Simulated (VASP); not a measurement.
CaF: single point with PBE

CaF, a sheet with vacuum:

```xyz
2
Lattice="3.7250 0.0000 0.0000 -1.8625 3.2259 0.0000 0.0000 0.0000 25.5277" Properties=species:S:1:pos:R:3 pbc="T T T"
Ca    1.8625    1.0753    7.9330
F     0.0000    0.0000    7.0671
```

```
Program                : VASP 6.6.1
Task                   : single point
Functional             : PBE
Potentials or basis    : VASP PAW PBE potentials, release 64 (Ca_sv, F)
Cutoff                 : 520 eV
k mesh                 : 8 × 8 × 1
Occupations            : fermi-dirac, width 0.05 eV
Spin                   : no spin polarisation
Dipole correction      : no
Further INCAR settings : ALGO = Normal; EDIFF = 1e-07; NBANDS = 16
```

The largest force is 0.014 eV/Å. The band gap on the k mesh is zero (an odd number of electrons rules out a gap without spin polarisation).

Forces on the atoms (eV/Å):
```
Ca   0.000  0.000  0.014
F    0.000  0.000 -0.014
```

Levels at points of the mesh, in eV from the Fermi level:
```csv
k point,band 6,band 7,band 8,band 9,band 10,band 11
"(0.00, 0.00, 0.00)",-7.44,-7.44,-7.30,-1.59,1.06,1.67
"(0.50, 0.00, 0.00)",-7.67,-7.31,-7.03,0.36,1.10,1.94
"(0.50, 0.50, 0.00)",-7.67,-7.31,-7.03,0.36,1.10,1.94
```

It took 4.9 min on 1 thread of Intel Xeon 8259CL (shared host), peak memory 0.44 GiB.

Caveat: an odd number of electrons without spin polarisation forces a metal; a magnetic or distorted state may lie lower.
